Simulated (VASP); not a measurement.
Input of a VASP 6.6.1 run:

INCAR

```
SYSTEM = Al2O3
PREC = Accurate
ENCUT = 520
EDIFF = 1E-6
ISMEAR = 0
SIGMA = 0.01
LREAL = .False.
LASPH = .True.
NELM = 100
ALGO = Normal
ISIF = 2
LWAVE = .False.
LCHARG = .False.
GGA = PS
NBANDS = 35
```

KPOINTS

```
regular mesh
0
Gamma
  6 6 6
  0 0 0
```

File POSCAR:

```
Al2O3
1.0
    2.3802500000      1.3742379800      4.3318666700
   -2.3802500000      1.3742379800      4.3318666700
    0.0000000000     -2.7484759600      4.3318666700
Al O
4 6
Direct
    0.3521600000      0.3521600000      0.3521600000
    0.1478400000      0.1478400000      0.1478400000
    0.6478400000      0.6478400000      0.6478400000
    0.8521600000      0.8521600000      0.8521600000
    0.5566800000      0.9433200000      0.2500000000
    0.2500000000      0.5566800000      0.9433200000
    0.9433200000      0.2500000000      0.5566800000
    0.4433200000      0.0566800000      0.7500000000
    0.7500000000      0.4433200000      0.0566800000
    0.0566800000      0.7500000000      0.4433200000
```

Potentials or basis: VASP PAW PBE potentials, release 64 (Al, O).

Launch:

```console
$ cat potpaw_PBE.64/Al/POTCAR potpaw_PBE.64/O/POTCAR > POTCAR
$ mpirun -np 1 vasp_std > vasp.out
```

Problem. Predict the pressure.

Solution. 1.8 GPa.

Problem. Predict the band gap on the k mesh.

Solution. 6.12 eV.

Stress tensor (GPa, compression positive):
```
2.04 0.00 0.00
0.00 2.04 0.00
0.00 0.00 1.32
```

Caveat: the PAW data sets were made with another functional, which shifts forces and pressure a little. A k mesh can miss the band edges.
